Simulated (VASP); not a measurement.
# TiC (Fm-3m) in VASP: further runs

The runs below take TiC through relaxation of cell and atoms, single point, with PBEsol.

All numbers are computed with VASP 6.6.1; they aren't measurements. Logs are shortened: lines on timing, memory, paths and dates and some standing lists are left out, and cuts for length are marked.

### 1 The cell of the first run

It takes space group Fm-3m (No. 225, cubic). The conventional cell has a = 4.321 Å, b = 4.321 Å, c = 4.321 Å, α = 90.00°, β = 90.00°, γ = 90.00°. Ti (site symmetry m-3m) has 6 C at 2.16 Å within 2.9 Å. C (site symmetry m-3m) has 6 Ti at 2.16 Å within 2.9 Å.

### 2 Relaxation of cell and atoms, PBEsol, target pressure -2 GPa, at which the enthalpy is minimised

The input, INCAR:

```
SYSTEM = TiC
PREC = Accurate
ENCUT = 600
EDIFF = 1E-7
ISMEAR = 0
SIGMA = 0.1
LREAL = .False.
LASPH = .True.
NELM = 80
ALGO = Normal
ISIF = 3
LWAVE = .False.
LCHARG = .False.
GGA = PS
IBRION = 2
NSW = 70
EDIFFG = -0.008
PSTRESS = -20.0
```

The input, KPOINTS:

```
regular mesh
0
Gamma
  16 16 16
  0 0 0
```

The input, POSCAR:

```
TiC
1.0
    0.0000000000      2.1603150485      2.1603150485
    2.1603150485      0.0000000000      2.1603150485
    2.1603150485      2.1603150485      0.0000000000
Ti C
1 1
Direct
    0.0000000000      0.0000000000      0.0000000000
    0.5000000000      0.5000000000      0.5000000000
```

Potentials or basis: VASP PAW PBE potentials, release 64 (Ti_sv, C).

Command:

```sh
$ cat potpaw_PBE.64/Ti_sv/POTCAR potpaw_PBE.64/C/POTCAR > POTCAR
$ mpirun -np 1 vasp_std > vasp.out
```

OUTCAR:

```text
SYSTEM = TiC
   PREC = Accurate
   ENCUT = 600
   EDIFF = 1E-7
   ISMEAR = 0
   LREAL = .False.
   LASPH = .True.
   NELM = 80
   ISIF = 3
   GGA = PS
   IBRION = 2
   NSW = 70
   EDIFFG = -0.008
   PSTRESS = -20.0

 ion  position               nearest neighbor table
   1  0.000  0.000  0.000-   2 2.16   2 2.16   2 2.16   2 2.16   2 2.16   2 2.16
   2  0.500  0.500  0.500-   1 2.16   1 2.16   1 2.16   1 2.16   1 2.16   1 2.16

  LATTYP: Found a face centered cubic cell.
 ALAT       =     4.3206300970

  Lattice vectors:

 A1 = (   0.0000000000,   2.1603150485,   2.1603150485)
 A2 = (   2.1603150485,   0.0000000000,   2.1603150485)
 A3 = (   2.1603150485,   2.1603150485,   0.0000000000)

Analysis of symmetry for initial positions (statically):
=====================================================================
 Subroutine PRICEL returns:
 Original cell was already a primitive cell.

 Routine SETGRP: Setting up the symmetry group for a
 face centered cubic supercell.

 Subroutine GETGRP returns: Found 48 space group operations
 (whereof 48 operations were pure point group operations)
 out of a pool of 48 trial point group operations.

The static configuration has the point symmetry O_h .

Analysis of symmetry for dynamics (positions and initial velocities):
=====================================================================
 Subroutine PRICEL returns:
 Original cell was already a primitive cell.

 Routine SETGRP: Setting up the symmetry group for a
 face centered cubic supercell.

 Subroutine GETGRP returns: Found 48 space group operations
 (whereof 48 operations were pure point group operations)
 out of a pool of 48 trial point group operations.

The dynamic configuration has the point symmetry O_h .

 Subroutine INISYM returns: Found 48 space group operations
 (whereof 48 operations are pure point group operations),
 and found     1 'primitive' translations

----------------------------------------------------------------------------------------

                                     Primitive cell

  volume of cell :      20.1642

  direct lattice vectors                    reciprocal lattice vectors
     0.000000000  2.160315048  2.160315048    -0.231447723  0.231447723  0.231447723
     2.160315048  0.000000000  2.160315048     0.231447723 -0.231447723  0.231447723
     2.160315048  2.160315048  0.000000000     0.231447723  0.231447723 -0.231447723

  length of vectors
     3.055146841  3.055146841  3.055146841     0.400879216  0.400879216  0.400879216

  position of ions in fractional coordinates (direct lattice)
     0.000000000  0.000000000  0.000000000
     0.500000000  0.500000000  0.500000000

  ion indices of the primitive-cell ions
   primitive index   ion index
                 1           1
                 2           2

----------------------------------------------------------------------------------------

 KPOINTS: regular mesh

Automatic generation of k-mesh.
 Grid dimensions read from file:
 generate k-points for:   16   16   16

 Generating k-lattice:

  Cartesian coordinates                     Fractional coordinates (reciprocal lattice)
    -0.014465483  0.014465483  0.014465483     0.062500000  0.000000000  0.000000000
     0.014465483 -0.014465483  0.014465483     0.000000000  0.062500000  0.000000000
     0.014465483  0.014465483 -0.014465483     0.000000000  0.000000000  0.062500000

  Length of vectors
     0.025054951  0.025054951  0.025054951

  Shift w.r.t. Gamma in fractional coordinates (k-lattice)
     0.000000000  0.000000000  0.000000000

 Subroutine IBZKPT returns following result:
 ===========================================

 Found    145 irreducible k-points:

 Following reciprocal coordinates:
            Coordinates               Weight
  0.000000  0.000000  0.000000      1.000000
  0.062500  0.000000  0.000000      8.000000
  0.125000  0.000000  0.000000      8.000000
  0.187500  0.000000  0.000000      8.000000
  0.250000  0.000000  0.000000      8.000000
  0.312500  0.000000  0.000000      8.000000
[... 16 lines left out ...]
 -0.125000  0.062500  0.000000     24.000000
 -0.062500  0.062500  0.000000     12.000000
 [... further k-points ...]
   k-points           NKPTS =    145   k-points in BZ     NKDIM =    145   number of bands    NBANDS=     12
   number of dos      NEDOS =    301   number of ions     NIONS =      2
   total plane-waves  NPLWV =  13824
   dimension x,y,z NGX =    24 NGY =   24 NGZ =   24
   dimension x,y,z NGXF=    48 NGYF=   48 NGZF=   48
   ions per type =               1   1
   NGX,Y,Z   is equivalent  to a cutoff of  13.06, 13.06, 13.06 a.u.
   NGXF,Y,Z  is equivalent  to a cutoff of  26.12, 26.12, 26.12 a.u.
 SYSTEM =  TiC
   PREC   = accura    normal or accurate (medium, high low for compatibility)
   ISTART =      0    job   : 0-new  1-cont  2-samecut
   ICHARG =      2    charge: 1-file 2-atom 10-const
   ISPIN  =      1    spin polarized calculation?
   LNONCOLLINEAR =      F non collinear calculations
   LSORBIT =      F    spin-orbit coupling
   LASPH  =      T    aspherical Exc in radial PAW
   ENCUT  =  600.0 eV  44.10 Ry    6.64 a.u.   6.10  6.10  6.10*2*pi/ulx,y,z
   NELM   =     80;   NELMIN=  2; NELMDL= -5     # of ELM steps
   EDIFF  = 0.1E-06   stopping-criterion for ELM
   LREAL  =      F    real-space projection
   EDIFFG = -.8E-02   stopping-criterion for IOM
   NSW    =     70    number of steps for IOM
   IBRION =      2    ionic relax: 0-MD 1-quasi-New 2-CG
   NFREE  =      1    steps in history (QN), initial steepest desc. (CG)
   ISIF   =      3    stress and relaxation
   ISYM   =      2    0-nonsym 1-usesym 2-fastsym
   POTIM  = 0.5000    time-step for ionic-motion
   TEBEG  =    0.0;   TEEND  =   0.0 temperature during run
   PSTRESS=  -20.0 pullay stress
   NELECT =      16.0000    total number of electrons
   NUPDOWN=      -1.0000    fix difference up-down
   EMIN   =  10.00;   EMAX   =-10.00  energy-range for DOS
   EFERMI =   0.00;   METHOD = LEGACY
   ISMEAR =     0;   SIGMA  =   0.10  broadening in eV -4-tet -1-fermi 0-gaus
   EFERMI_NEDOS =   21; number of points for ismear=-14 and -15
   IALGO  =     38    algorithm
   IMIX   =      4    mixing-type and parameters
     AMIX     =   0.40;   BMIX     =  1.00
     AMIX_MAG =   1.60;   BMIX_MAG =  1.00
  volume/ion in A,a.u.               =      10.08        68.04
  Fermi-wavevector in a.u.,A,eV,Ry     =   1.515611  2.864089 31.253624  2.297077
  Thomas-Fermi vector in A             =   2.625112
   LORBIT       =      0    0 simple, 1 ext, 2 COOP (PROOUT), +10 PAW based schemes
   GGA     = PS    functional components
   LHFCALC =     F    Hartree Fock is set to
   AEXX    =    0.0000 exact exchange contribution
   IVDW    =     0    specifies the selected vdW correction
   LEPSILON=     F    determine dielectric tensor
   LRPA    =     F    only Hartree local field effects (RPA)
 conjugate gradient relaxation of ions
 non-spin polarized calculation
 Gauss-broadening in eV      SIGMA  =   0.10
  energy-cutoff  :      600.00
  volume of cell :       20.16
 maximum number of plane-waves:       692
   NGX = 13   NGY = 13   NGZ = 13

--------------------------------------- Ionic step        1  -------------------------------------------

 number of electron      16.0000001 magnetization

 Free energy of the ion-electron system (eV)
  ---------------------------------------------------
  ext. energy  EPLUGINS =         0.00000000
  ---------------------------------------------------
  free energy    TOTEN  =       -19.79769373 eV

  energy without entropy =      -19.79570250  energy(sigma->0) =      -19.79669811

------------------------ aborting loop because EDIFF is reached ----------------------------------------

  FORCE on cell =-STRESS in cart. coord.  units (eV):
  Direction    XX          YY          ZZ          XY          YZ          ZX
  --------------------------------------------------------------------------------------
  -------------------------------------------------------------------------------------
  Total       -0.5964119     -0.5964119     -0.5964119      0.0000000     -0.0000000      0.0000000
  in kB      -47.3887875    -47.3887875    -47.3887875      0.0000000     -0.0000000      0.0000000
  external PRESSURE =     -27.3887875 kB  Pullay stress =     -20.0000000 kB
[... 61 lines left out ...]
  enthalpy is  TOTEN    =       -20.0480292694 eV   P V=       -0.2454835280

--------------------------------------- Ionic step        3  -------------------------------------------

 number of electron      16.0000003 magnetization

 Free energy of the ion-electron system (eV)
  ---------------------------------------------------
  ext. energy  EPLUGINS =         0.00000000
  ---------------------------------------------------
  free energy    TOTEN  =       -19.80228053 eV

  energy without entropy =      -19.80031299  energy(sigma->0) =      -19.80129676

 E-fermi :   9.5062     XC(G=0): -12.9552

 val. band max:        9.4979539897   @ k =   0.1250   0.1250   0.0000
 cond. band min:       9.5094448631   @ k =   0.5000   0.5000   0.0000
 fundamental gap:      0.0114908734
 Fermi energy:         9.5061933908

 k-point     1 :       0.0000    0.0000    0.0000
  band No.  band energies     occupation
      1     -46.7587      2.00000
      2     -22.8759      2.00000
      3     -22.8759      2.00000
      4     -22.8759      2.00000
      5      -2.9350      2.00000
      6      10.1877      0.00000
      7      10.1877      0.00000
      8      10.1877      0.00000
      9      11.2447      0.00000
     10      11.2447      0.00000
     11      11.2447      0.00000
     12      11.2829      0.00000
[... 331 lines left out ...]
 k-point    24 :      -0.0625    0.0625    0.0000
  band No.  band energies     occupation
      1     -46.7507      2.00000
      2     -22.9271      2.00000
      3     -22.8901      2.00000
      4     -22.8771      2.00000
      5      -2.6948      2.00000
      6       9.2896      1.99781
      7       9.4629      1.45929
      8       9.4945      1.13141
      9      10.3023      0.00000
     10      10.9192      0.00000
     11      11.8373      0.00000
     12      12.4228      0.00000

 [... further k-points ...]

------------------------ aborting loop because EDIFF is reached ----------------------------------------

  FORCE on cell =-STRESS in cart. coord.  units (eV):
  Direction    XX          YY          ZZ          XY          YZ          ZX
  --------------------------------------------------------------------------------------
  -------------------------------------------------------------------------------------
  Total       -0.2498938     -0.2498938     -0.2498938      0.0000000     -0.0000000     -0.0000000
  in kB      -20.0717685    -20.0717685    -20.0717685      0.0000000     -0.0000000     -0.0000000
  external PRESSURE =      -0.0717685 kB  Pullay stress =     -20.0000000 kB
[... 17 lines left out ...]
  FREE ENERGIE OF THE ION-ELECTRON SYSTEM (eV)
  ---------------------------------------------------
  free  energy   TOTEN  =       -19.8022805255 eV

  energy  without entropy=      -19.8003129940  energy(sigma->0) =      -19.80129676

  enthalpy is  TOTEN    =       -20.0512807824 eV   P V=       -0.2490002569

 reached required accuracy - stopping structural energy minimisation
```

Wall time 35 s (1 thread of Intel Xeon 6975P-C (Granite Rapids), shared host); peak memory 0.18 GiB.

What came out:

```yaml
Free_energy: -19.8023 eV
Relaxed_volume: 9.97 Å³/atom
Relaxed_cell: a = 3.044 Å, b = 3.044 Å, c = 3.044 Å, α = 60.00°, β = 60.00°, γ = 60.00°
Space_group_after_relaxing_to_0.05_Å: Fm-3m (No. 225)
Energy_change_on_relaxing_the_enthalpy_is_what_falls: -2.3 meV/atom
Ionic_steps: 3
Pressure_after_relaxing: -2.0 GPa
Band_gap_on_the_k_mesh: zero (band 8 reaches 10.19 eV, above the bottom of band 9 at 9.11 eV)
```

Step by step:
```tsv
step	energy change (eV)	largest force (eV/Å)	pressure (GPa)	volume (Å³)
1	0.0000	0.0000	-4.74	20.16
2	-0.0049	0.0000	1.75	19.67
3	-0.0046	0.0000	-2.01	19.95
```

Final structure:
```
CELL_PARAMETERS angstrom
0.00000 2.15253 2.15253
2.15253 0.00000 2.15253
2.15253 2.15253 0.00000
ATOMIC_POSITIONS crystal
Ti 0.00000 0.00000 0.00000
C 0.50000 0.50000 0.50000
```

Levels at points of the mesh, in eV from the Fermi level:
```
           k point  band 6  band 7  band 8  band 9  band 10  band 11
(0.00, 0.00, 0.00)    0.68    0.68    0.68    1.74     1.74     1.74
(0.50, 0.00, 0.00)   -5.95   -2.94   -2.94    3.00     3.00     4.22
(0.50, 0.50, 0.00)   -3.44   -1.72    0.00    0.00     2.81     3.63
```

Caveat: the cell is relaxed towards a set pressure, so the enthalpy falls and the energy may rise; the PAW data sets were made with another functional, which shifts forces and pressure a little.

### 3 Single point, PBEsol

This run uses another cell than the first one, of 10.16 Å³/atom, 1.008 times its volume.

The input, INCAR:

```
SYSTEM = TiC
PREC = Accurate
ENCUT = 600
EDIFF = 1E-6
ISMEAR = 0
SIGMA = 0.1
LREAL = .FALSE.
LASPH = .TRUE.
NELM = 120
ALGO = Normal
ISIF = 2
LWAVE = .FALSE.
LCHARG = .FALSE.
GGA = PS
NBANDS = 15
GGA_COMPAT = .FALSE.
```

The input, KPOINTS:

```
Automatic mesh
0
G
  8 8 8
  0 0 0
```

The input, POSCAR:

```
TiC
1.0
    0.0000000000      2.1657188437      2.1657188437
    2.1657188437      0.0000000000      2.1657188437
    2.1657188437      2.1657188437      0.0000000000
Ti C
1 1
Direct
    0.0000000000      0.0000000000      0.0000000000
    0.5000000000      0.5000000000      0.5000000000
```

Potentials or basis: VASP PAW PBE potentials, release 64 (Ti_sv, C).

Command:

```sh
$ cat potpaw_PBE.64/Ti_sv/POTCAR potpaw_PBE.64/C/POTCAR > POTCAR
$ mpirun -np 1 vasp_std > vasp.out
```

Wall time 15 s (1 thread of Intel Xeon 8259CL, shared host); peak memory 0.14 GiB.

Results (log left out):

- Free energy: -19.7907 eV
- Pressure: -6.6 GPa
- Band gap on the k mesh: zero (band 8 reaches 9.96 eV, above the bottom of band 9 at 8.90 eV)

Levels at points of the mesh, in eV from the Fermi level:
| k point | band 6 | band 7 | band 8 | band 9 | band 10 | band 11 |
| --- | --- | --- | --- | --- | --- | --- |
| (0.00, 0.00, 0.00) | 0.71 | 0.71 | 0.71 | 1.75 | 1.75 | 1.75 |
| (0.50, 0.00, 0.00) | -5.83 | -2.85 | -2.85 | 2.96 | 2.96 | 4.15 |
| (0.50, 0.50, 0.00) | -3.39 | -1.63 | 0.03 | 0.03 | 2.78 | 3.57 |

Caveat: the PAW data sets were made with another functional, which shifts forces and pressure a little.
